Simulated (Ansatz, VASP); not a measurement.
One calculation of Al3BP4, two programs

```
Al B P
1.0
    -2.56313    2.56313    5.12625
     2.56313   -2.56313    5.12625
     2.56313    2.56313   -5.12625
Al B P
3 1 4
Direct
  0.75000 0.25000 0.50000
  0.50000 0.50000 0.00000
  0.25000 0.75000 0.50000
  0.00000 0.00000 0.00000
  0.12500 0.12500 0.50000
  0.87500 0.37500 0.00000
  0.62500 0.62500 0.50000
  0.37500 0.87500 0.00000
```

Alike in both runs: task relaxation of cell and atoms; functional PBE; k mesh 6 × 6 × 6; occupations gaussian, width 0.1 eV; no spin polarisation.

```csv
,VASP,Ansatz
version,VASP 6.6.1,Ansatz 0.2.0
potentials or method,"VASP PAW PBE potentials, release 64 (Al, B, P), cutoff 600 eV","scalar-relativistic, plane waves, PAW"
valence electrons in the cell,32,32
```

Ansatz gave:

| Quantity | Value |
| --- | --- |
| gap on the k mesh at the Fermi level, each at its own relaxed structure (eV) | 1.13 |
| relaxed volume (Å³/atom) | 18.26 |
| relaxed length of the cell vector where the two differ most in proportion (Å) | 6.430 |

Question: Estimate VASP's values.

Answer: gap on the k mesh at the Fermi level, each at its own relaxed structure (eV): 1.14; relaxed volume (Å³/atom): 18.27; relaxed length of the cell vector where the two differ most in proportion (Å): 6.438.
